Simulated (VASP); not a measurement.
Ce3GaI3: single point with r2SCAN+U

The system is Ce3GaI3.

```
Ce Ga I
1.0
     6.39739    0.00000    0.00000
     0.00000    6.39739    0.00000
     0.00000    0.00000    6.39739
Ce Ga I
3 1 3
Direct
  0.50000 0.50000 0.00000
  0.00000 0.50000 0.50000
  0.50000 0.00000 0.50000
  0.50000 0.50000 0.50000
  0.50000 0.00000 0.00000
  0.00000 0.50000 0.00000
  0.00000 0.00000 0.50000
```

```json
{
  "Program": "VASP 6.6.1",
  "Task": "single point",
  "Functional": "r2SCAN",
  "Potentials or basis": "VASP PAW PBE potentials, release 64 (Ce, Ga_d, I)",
  "Cutoff": "520 eV",
  "k mesh": "3 × 3 × 3",
  "Occupations": "gaussian, width 0.0481 eV",
  "Spin": "no spin polarisation",
  "Hubbard terms": "Ce f U = 2.0 eV",
  "Dipole correction": "no",
  "Further INCAR settings": "ALGO = Normal; EDIFF = 1e-07; NBANDS = 44"
}
```

* Pressure: -2.5 GPa
* Band gap on the k mesh: zero (bands 35 and 36 overlap by 0.17 eV)

Levels at points of the mesh, in eV from the Fermi level:
```tsv
k point	band 32	band 33	band 34	band 35	band 36	band 37	band 38	band 39	band 40	band 41
(0.00, 0.00, 0.00)	-0.99	-0.99	-0.18	-0.18	-0.18	0.19	0.19	0.19	0.50	0.66
```

Eigenvalues of the final occupation matrices:
| site | spin | trace | eigenvalues |
| --- | --- | --- | --- |
| site 1 f | 1 | 0.52 | 0.01 0.01 0.01 0.01 0.01 0.24 0.24 |
| site 1 f | 2 | 0.52 | 0.01 0.01 0.01 0.01 0.01 0.24 0.24 |
| site 2 f | 1 | 0.52 | 0.01 0.01 0.01 0.01 0.01 0.24 0.24 |
| site 2 f | 2 | 0.52 | 0.01 0.01 0.01 0.01 0.01 0.24 0.24 |
| site 3 f | 1 | 0.52 | 0.01 0.01 0.01 0.01 0.01 0.24 0.24 |
| site 3 f | 2 | 0.52 | 0.01 0.01 0.01 0.01 0.01 0.24 0.24 |

Wall time 22 min on 1 thread of Intel Xeon 8259CL, with other jobs on the host, peak memory 0.39 GiB.

Caveat: the PAW data sets were made with another functional, which shifts forces and pressure a little; spin-orbit coupling is left out, which moves the levels of the heavy elements; the run has no spin polarisation, though such a crystal can be magnetic; U without spin polarisation on a metal has little footing. Spin polarisation is off, so any magnetic state and its effect on volume and gap are missing.
